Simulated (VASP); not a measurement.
Input of a VASP 6.6.1 run:

Contents of INCAR:

```
PREC = Accurate
ENCUT = 600
EDIFF = 1E-6
ISMEAR = 0
SIGMA = 0.1
LREAL = False
LASPH = True
NELM = 80
ALGO = Normal
ISIF = 3
LWAVE = False
LCHARG = False
GGA = PE
IBRION = 2
NSW = 100
EDIFFG = -0.01
```

Contents of KPOINTS:

```
Automatic mesh
0
Gamma
  14 14 14
```

Contents of POSCAR:

```
Zn2S
1.0
    0.0000000000      3.0932764140      3.0932764140
    3.0932764140      0.0000000000      3.0932764140
    3.0932764140      3.0932764140      0.0000000000
Zn S
2 1
Direct
    0.2500000000      0.2500000000      0.2500000000
    0.7500000000      0.7500000000      0.7500000000
    0.5000000000      0.5000000000      0.5000000000
```

Potentials or basis: VASP PAW PBE potentials, release 64 (Zn, S).

Command:

```sh
$ cat potpaw_PBE.64/Zn/POTCAR potpaw_PBE.64/S/POTCAR > POTCAR
$ mpirun -np 1 vasp_std > vasp.out
```

Problem. What does it give for the band gap on the k mesh?

Solution. Zero (bands 15 and 16 overlap by 1.20 eV).

Final structure:
```
Zn S
1.0
     0.00000    3.09328    3.09328
     3.09328    0.00000    3.09328
     3.09328    3.09328    0.00000
Zn S
2 1
Direct
  0.25000 0.25000 0.25000
  0.75000 0.75000 0.75000
  0.50000 0.50000 0.50000
```

Caveat: the relaxation stopped at its first step, so nothing moved.
